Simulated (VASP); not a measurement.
# NaCl (R-3m) in VASP: single point with HSE06

Aim: the single point of NaCl with HSE06.

All numbers are computed with VASP 6.6.1; they aren't measurements. Logs are shortened: lines on timing, memory, paths and dates and some standing lists are left out, and cuts for length are marked.

## (1) The cell of the first run

The structure is trigonal, space group R-3m (No. 166). Conventional cell: a = 3.964 Å, b = 3.964 Å, c = 9.515 Å, α = 90.00°, β = 90.00°, γ = 120.00°. Within 3.7 Å of Na (site symmetry -3m) lie 6 Cl at 2.78 Å. Cl (site symmetry -3m) has 6 Na at 2.78 Å within 3.7 Å.

## (2) Single point, HSE06 (strain along [111] -2.0%)

Input file POSCAR:

```
NaCl
1.0
   -0.0373693175      2.7653294919      2.7653294919
    2.7653294919     -0.0373693175      2.7653294919
    2.7653294919      2.7653294919     -0.0373693175
Na Cl
1 1
Direct
    0.0000000000      0.0000000000      0.0000000000
    0.5000000000      0.5000000000      0.5000000000
```

Input file INCAR.step1:

```
  ALGO = Normal
  EDIFF = 1E-5
  ENCUT = 520
  GGA = PE
  ISIF = 2
  ISMEAR = 0
  LASPH = T
  LCHARG = F
  LREAL = F
  LWAVE = T
  NBANDS = 14
  NELM = 100
  PREC = Accurate
  SIGMA = 0.01
```

Input file INCAR.step2:

```
  ALGO = Normal
  EDIFF = 1E-6
  ENCUT = 520
  GGA = PE
  HFSCREEN = 0.2079
  ISIF = 2
  ISMEAR = 0
  ISTART = 1
  LASPH = T
  LCHARG = F
  LHFCALC = T
  LREAL = F
  LWAVE = F
  NBANDS = 14
  NELM = 100
  PREC = Accurate
  PRECFOCK = Normal
  SIGMA = 0.01
```

Input file KPOINTS:

```
k-points
0
Gamma
  6 6 6
```

Potentials or basis: VASP PAW PBE potentials, release 64 (Na_pv, Cl).

On the command line:

```
cat potpaw_PBE.64/Na_pv/POTCAR potpaw_PBE.64/Cl/POTCAR > POTCAR
cp INCAR.step1 INCAR
mpirun -np 1 vasp_std > vasp.out
cp INCAR.step2 INCAR
mpirun -np 1 vasp_std > vasp.out
```

OUTCAR:

```text
EDIFF = 1E-6
   ENCUT = 520
   GGA = PE
   HFSCREEN = 0.2079
   ISIF = 2
   ISMEAR = 0
   ISTART = 1
   LASPH = T
   LHFCALC = T
   LREAL = F
   NELM = 100
   PREC = Accurate
   PRECFOCK = Normal

 ion  position               nearest neighbor table
   1  0.000  0.000  0.000-
   2  0.500  0.500  0.500-

  LATTYP: Found a trigonal (rhomboedric) cell.
 ALAT       =     3.9109450090
 COS(alpha) =     0.4864420707

  Lattice vectors:

 A1 = (  -0.0373693175,   2.7653294919,   2.7653294919)
 A2 = (   2.7653294919,  -0.0373693175,   2.7653294919)
 A3 = (   2.7653294919,   2.7653294919,  -0.0373693175)

Analysis of symmetry for initial positions (statically):
=====================================================================
 Subroutine PRICEL returns:
 Original cell was already a primitive cell.

 Routine SETGRP: Setting up the symmetry group for a
 trigonal (rhombohedral) supercell.

 Subroutine GETGRP returns: Found 12 space group operations
 (whereof 12 operations were pure point group operations)
 out of a pool of 12 trial point group operations.

The static configuration has the point symmetry D_3d.

Analysis of symmetry for dynamics (positions and initial velocities):
=====================================================================
 Subroutine PRICEL returns:
 Original cell was already a primitive cell.

 Routine SETGRP: Setting up the symmetry group for a
 trigonal (rhombohedral) supercell.

 Subroutine GETGRP returns: Found 12 space group operations
 (whereof 12 operations were pure point group operations)
 out of a pool of 12 trial point group operations.

The dynamic configuration has the point symmetry D_3d.

 Subroutine INISYM returns: Found 12 space group operations
 (whereof 12 operations are pure point group operations),
 and found     1 'primitive' translations

----------------------------------------------------------------------------------------

                                     Primitive cell

  volume of cell :      43.1505

  direct lattice vectors                    reciprocal lattice vectors
    -0.037369317  2.765329492  2.765329492    -0.177185874  0.179613078  0.179613078
[... 99 lines left out ...]
   EMIN   =  10.00;   EMAX   =-10.00  energy-range for DOS
   EFERMI =   0.00;   METHOD = LEGACY
   ISMEAR =     0;   SIGMA  =   0.01  broadening in eV -4-tet -1-fermi 0-gaus
   EFERMI_NEDOS =   21; number of points for ismear=-14 and -15
   IALGO  =     38    algorithm
   IMIX   =      1    mixing-type and parameters
     AMIX     =   0.40;   BMIX     =  1.00
     AMIX_MAG =   1.60;   BMIX_MAG =  1.00
  volume/ion in A,a.u.               =      21.58       145.60
  Fermi-wavevector in a.u.,A,eV,Ry     =   1.124922  2.125794 17.217484  1.265449
  Thomas-Fermi vector in A             =   2.261596
   LORBIT       =      0    0 simple, 1 ext, 2 COOP (PROOUT), +10 PAW based schemes
   GGA     = PE    functional components
   LHFCALC =     T    Hartree Fock is set to
   PRECFOCK=normal    Normal, Fast or Accurate (Low or Medium for compatibility)
   ENCUT4O =  -1.0   cutoff for four orbital integrals eV
   NKREDX  =     1    reduce k-point grid by
   NKREDY  =     1    reduce k-point grid by
   NKREDZ  =     1    reduce k-point grid by
   AEXX    =    0.2500 exact exchange contribution
   HFSCREEN=    0.2079 screening length (either q_TF or 0.3 A-1)
   HFSCREENC=   0.2079 screening length for correlation (either q_TF or 0.3 A-1)
   ENCUTFOCK=  -1.0 apply spherical cutoff to Coloumb kernel
   IVDW    =     0    specifies the selected vdW correction
   LEPSILON=     F    determine dielectric tensor
   LRPA    =     F    only Hartree local field effects (RPA)
 non-spin polarized calculation
 Gauss-broadening in eV      SIGMA  =   0.01
  energy-cutoff  :      520.00
  volume of cell :       43.15
 maximum number of plane-waves:      1187
 NGX is ok and might be reduce to    30
  NGX = 24; NGY = 24; NGZ = 24

 number of electron      14.0000006 magnetization

 Free energy of the ion-electron system (eV)
  ---------------------------------------------------
  ext. energy  EPLUGINS =         0.00000000
  ---------------------------------------------------
  free energy    TOTEN  =        -7.86891599 eV

  energy without entropy =       -7.86891599  energy(sigma->0) =       -7.86891599

 E-fermi :  -1.3866     XC(G=0):  -6.9296

 val. band max:       -1.4436305045   @ k =   0.0000   0.0000   0.0000
 cond. band min:       5.1384096372   @ k =   0.0000   0.0000   0.0000
 fundamental gap:      6.5820401417
 Fermi energy:        -1.3866348102

 k-point     1 :       0.0000    0.0000    0.0000
  band No.  band energies     occupation
      1     -24.3088      2.00000
      2     -24.3063      2.00000
      3     -24.3063      2.00000
      4     -15.4438      2.00000
      5      -1.5223      2.00000
      6      -1.5223      2.00000
      7      -1.4436      2.00000
      8       5.1384      0.00000
      9      11.0699      0.00000
     10      11.0699      0.00000
     11      11.3747      0.00000
     12      13.5515      0.00000
     13      13.5515      0.00000
     14      14.9363      0.00000
[... 377 lines left out ...]
      1     -24.3267      2.00000
      2     -24.3192      2.00000
      3     -24.3173      2.00000
      4     -14.9621      2.00000
      5      -3.1320      2.00000
      6      -2.5384      2.00000
      7      -2.3037      2.00000
      8       8.5123      0.00000
      9       8.8377      0.00000
     10      10.7056      0.00000
     11      12.4116      0.00000
     12      15.7514      0.00000
     13      16.8002      0.00000
     14      16.8723      0.00000

 [... further k-points ...]

------------------------ aborting loop because EDIFF is reached ----------------------------------------

  FORCE on cell =-STRESS in cart. coord.  units (eV):
  Direction    XX          YY          ZZ          XY          YZ          ZX
  --------------------------------------------------------------------------------------
  -------------------------------------------------------------------------------------
  Total        0.3490308      0.3490308      0.3490308      0.0467505      0.0467505      0.0467505
  in kB       12.9595210     12.9595210     12.9595210      1.7358454      1.7358454      1.7358454
  external PRESSURE =      12.9595210 kB  Pullay stress =       0.0000000 kB

 VOLUME and BASIS-vectors are now :
 -----------------------------------------------------------------------------
  energy-cutoff  :      520.00
  volume of cell :       43.15
      direct lattice vectors                 reciprocal lattice vectors
    -0.037369317  2.765329492  2.765329492    -0.177185874  0.179613078  0.179613078
     2.765329492 -0.037369317  2.765329492     0.179613078 -0.177185874  0.179613078
     2.765329492  2.765329492 -0.037369317     0.179613078  0.179613078 -0.177185874

 POSITION                                       TOTAL-FORCE (eV/Angst)
 -----------------------------------------------------------------------------------
      0.00000      0.00000      0.00000        -0.000000      0.000000     -0.000000
      2.74664      2.74664      2.74664         0.000000     -0.000000      0.000000
 -----------------------------------------------------------------------------------
    total drift:                                0.000005      0.000006      0.000006

  FREE ENERGIE OF THE ION-ELECTRON SYSTEM (eV)
  ---------------------------------------------------
  free  energy   TOTEN  =        -7.8689159874 eV

  energy  without entropy=       -7.8689159874  energy(sigma->0) =       -7.86891599
```

OUTCAR.step1:

```text
EDIFF = 1E-5
   ENCUT = 520
   GGA = PE
   ISIF = 2
   ISMEAR = 0
[... 631 lines left out ...]
 -----------------------------------------------------------------------------------
      0.00000      0.00000      0.00000        -0.000000      0.000000      0.000000
      2.74664      2.74664      2.74664         0.000000     -0.000000     -0.000000
 -----------------------------------------------------------------------------------
    total drift:                               -0.000000      0.000000      0.000000

  FREE ENERGIE OF THE ION-ELECTRON SYSTEM (eV)
  ---------------------------------------------------
  free  energy   TOTEN  =        -6.7597257885 eV

  energy  without entropy=       -6.7597257885  energy(sigma->0) =       -6.75972579
```

OSZICAR.step1:

```text
N       E                     dE             d eps       ncg     rms          rms(c)
DAV:   1     0.101805504149E+03    0.10181E+03   -0.70736E+03   902   0.102E+03
DAV:   2     0.159145482001E+01   -0.10021E+03   -0.92343E+02   988   0.267E+02
DAV:   3    -0.681957724497E+01   -0.84110E+01   -0.83597E+01  1136   0.727E+01
DAV:   4    -0.694881464936E+01   -0.12924E+00   -0.12918E+00  1064   0.978E+00
DAV:   5    -0.695142083391E+01   -0.26062E-02   -0.26060E-02  1164   0.142E+00    0.217E+00
DAV:   6    -0.676583691061E+01    0.18558E+00   -0.30530E-01  1094   0.328E+00    0.162E+00
DAV:   7    -0.675435257784E+01    0.11484E-01   -0.81270E-02  1234   0.166E+00    0.111E+00
DAV:   8    -0.675975043155E+01   -0.53979E-02   -0.96732E-03  1016   0.855E-01    0.305E-01
DAV:   9    -0.675962931952E+01    0.12111E-03   -0.21808E-04  1136   0.115E-01    0.159E-01
DAV:  10    -0.675973464093E+01   -0.10532E-03   -0.27936E-04  1034   0.137E-01    0.613E-02
DAV:  11    -0.675972578850E+01    0.88524E-05   -0.17615E-05  1130   0.407E-02
   1 F= -.67597258E+01 E0= -.67597258E+01  d E =-.526555E-99
```

Wall time 66 min (1 thread of AMD EPYC 7R43 (Zen 3), shared host); peak memory 0.25 GiB.

Results:

| Quantity | Value |
| --- | --- |
| Free energy | -7.8689 eV |
| Pressure | 1.3 GPa |
| Band gap on the k mesh | 6.58 eV |

Levels at points of the mesh, in eV from the valence-band top:
```csv
k point,band 4,band 5,band 6,band 7,band 8,band 9,band 10,band 11
"(0.00, 0.00, 0.00)",-14.00,-0.08,-0.08,0.00,6.58,12.51,12.51,12.82
"(0.50, 0.00, 0.00)",-13.60,-2.23,-0.37,-0.32,8.66,12.47,12.50,12.68
"(0.50, 0.50, 0.00)",-13.53,-1.95,-0.78,-0.70,9.04,9.34,13.13,16.72
"(0.50, 0.50, 0.50)",-13.57,-2.21,-0.41,-0.41,8.59,12.43,12.43,12.68
```

Caveat: the cell differs from its parent crystal (strain along [111] -2.0%); the PAW data sets were made with another functional, which shifts forces and pressure a little.
